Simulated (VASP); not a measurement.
A run of VASP 6.6.1 is set up as follows.

The input INCAR:

```
PREC     = Accurate       # precision mode
ENCUT    = 500            # plane-wave cutoff, eV
EDIFF    = 1E-6           # SCF threshold, eV
ISMEAR   = 0              # smearing method
SIGMA    = 0.2            # smearing width, eV
LREAL    = False          # projectors in reciprocal space
LASPH    = True           # aspherical terms in the spheres
NELM     = 120            # most SCF steps
ALGO     = Normal         # electronic algorithm
ISIF     = 2              # what is computed and relaxed
LWAVE    = False          # write WAVECAR
LCHARG   = False          # write CHGCAR
GGA      = PE             # functional
NBANDS   = 16             # bands
GGA_COMPAT= False
```

The input KPOINTS:

```
Automatic mesh
0
Gamma
  7 7 4
```

The input POSCAR:

```
NbAs
1.0
    2.2680236250     -2.2700658148      0.0000000000
    2.2680236250      2.2700658148      0.0000000000
    0.0000000000      0.0000000000      3.2423299437
Nb As
1 1
Direct
    0.0000000000      0.0000000000      0.0000000000
    0.5000000000      0.5000000000      0.5000000000
```

Potentials or basis: VASP PAW PBE potentials, release 64 (Nb_sv, As).

Command:

```bash
$ cat potpaw_PBE.64/Nb_sv/POTCAR potpaw_PBE.64/As/POTCAR > POTCAR
$ mpirun -np 1 vasp_std > vasp.out
```

(1) Estimate the band gap on the k mesh.

(2) What does it give for the pressure?

## Answers

(1) zero (band 9 reaches 12.69 eV, above the bottom of band 10 at 10.45 eV).

(2) 0.0 GPa.

Caveat: the k points lie up to 0.48 Å⁻¹ apart.
